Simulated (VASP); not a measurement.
**AgCl: single point with PBE**

AgCl:

```
Ag Cl
1.0
     0.00000    2.85131    2.62320
     2.85131    0.00000    2.62320
     2.85131    2.85131    0.00000
Ag Cl
1 1
Direct
  0.50000 0.50000 0.50000
  0.00000 0.00000 0.00000
```

This cell differs from its parent crystal: ratio of the length along z to the lengths across it x 0.92, volume and fractional coordinates fixed.

* Program: VASP 6.6.1
* Task: single point
* Functional: PBE
* Potentials or basis: VASP PAW PBE potentials, release 64 (Ag, Cl)
* Cutoff: 520 eV
* k mesh: 10 × 10 × 10
* Occupations: gaussian, width 0.05 eV
* Spin: no spin polarisation

```yaml
Pressure: 2.1 GPa
Band_gap_on_the_k_mesh: 0.73 eV (least direct gap 3.18 eV)
```

Stress tensor (GPa, compression positive):
```
1.35 0.00 0.00
0.00 1.35 0.00
0.00 0.00 3.67
```

Levels at points of the mesh, in eV from the valence-band top:
| k point | band 5 | band 6 | band 7 | band 8 | band 9 | band 10 | band 11 | band 12 | band 13 | band 14 |
| --- | --- | --- | --- | --- | --- | --- | --- | --- | --- | --- |
| (0.00, 0.00, 0.00) | -2.69 | -2.65 | -2.57 | -2.48 | -2.48 | 0.73 | 10.60 | 10.60 | 10.81 | 12.21 |
| (0.50, 0.00, 0.00) | -2.35 | -2.30 | -1.98 | -0.48 | 0.00 | 3.99 | 6.41 | 7.03 | 7.94 | 13.13 |
| (0.50, 0.50, 0.00) | -2.96 | -2.39 | -2.23 | -2.23 | -2.10 | 2.14 | 7.46 | 8.94 | 10.88 | 10.88 |
| (0.50, 0.00, 0.50) | -3.02 | -2.52 | -2.24 | -2.20 | -2.12 | 2.21 | 8.01 | 8.12 | 10.87 | 12.15 |

It took 27 s on 1 thread of Intel(R) Xeon(R) 6975P-C (Granite Rapids), on a shared host, peak memory 0.21 GiB.

Caveat: semilocal functionals underestimate gaps, and a narrow one can read as zero. A k mesh can miss the band edges.
